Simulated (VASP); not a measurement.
A run of VASP 6.6.1:

The input INCAR:

```
  ALGO = All
  EDIFF = 1E-6
  ENCUT = 620
  GGA = PE
  GGA_COMPAT = F
  ISEARCH = 1
  ISIF = 2
  ISMEAR = 0
  KPAR = 4
  LASPH = T
  LCHARG = F
  LREAL = F
  LWAVE = F
  NBANDS = 40
  NELM = 300
  PREC = Accurate
  SIGMA = 0.1
```

Contents of KPOINTS:

```
k-points
0
Gamma
  6 6 2
```

The input POSCAR:

```
Zr2TaGe2
1.0
    3.5755727400      0.0000000000      0.0000000000
   -1.7877863700      3.0965368300      0.0000000000
    0.0000000000      0.0000000000      8.7529208600
Zr Ta Ge
2 1 2
Direct
    0.6666666700      0.3333333300      0.2837163300
    0.6666666700      0.3333333300      0.7162836700
    0.0000000000      0.0000000000      0.5000000000
    0.6666666700      0.3333333300      0.5000000000
    0.6666666700      0.3333333300      0.0000000000
```

Potentials or basis: VASP PAW PBE potentials, release 64 (Zr_sv, Ta_pv, Ge_d).

The run is started by

```sh
$ cat potpaw_PBE.64/Zr_sv/POTCAR potpaw_PBE.64/Ta_pv/POTCAR potpaw_PBE.64/Ge_d/POTCAR > POTCAR
$ mpirun -np 4 vasp_std > vasp.out
```

Hardware: 4 MPI ranks on Intel(R) Xeon(R) Platinum 8488C (Sapphire Rapids), with other jobs on the host.

Question: How long does it take, and how much memory?

Answer: Wall time 93 s on 4 MPI ranks on Intel(R) Xeon(R) Platinum 8488C (Sapphire Rapids), on a shared host, peak memory 0.33 GiB a rank. Counts: scf iterations 43, k points 14.
